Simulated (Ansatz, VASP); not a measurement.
One calculation of Re, two programs

```xyz
2
Lattice="2.7608 0.0000 0.0000 -1.3804 2.3909 0.0000 0.0000 0.0000 4.4582" Properties=species:S:1:pos:R:3 pbc="T T T"
Re    0.0000    1.5939    1.1145
Re    1.3804    0.7970    3.3436
```

Alike in both runs: task relaxation of cell and atoms; functional BLYP; k mesh 13 × 13 × 7; occupations fermi-dirac, width 0.1 eV; no spin polarisation.

|  | VASP | Ansatz |
| --- | --- | --- |
| version | VASP 6.6.1 | Ansatz 0.2.0 |
| potentials or method | VASP PAW PBE potentials, release 64 (Re), cutoff 600 eV | plane waves (420 eV) with PAW, scalar-relativistic |
| valence electrons in the cell | 14 | 30 |

Ansatz gave:

- relaxed volume (Å³/atom): 15.53
- relaxed cell length with the largest relative difference (Å): 2.815

**Question.** Estimate VASP's values.

**Answer.** Relaxed volume (Å³/atom): 15.62; relaxed cell length with the largest relative difference (Å): 2.821.

VASP's potentials were made for PBE, not for BLYP. VASP's potentials hold 14 valence electrons a cell and Ansatz's 30, so a difference there can come from the potentials and not from the codes.

Neither program's run includes spin-orbit coupling.
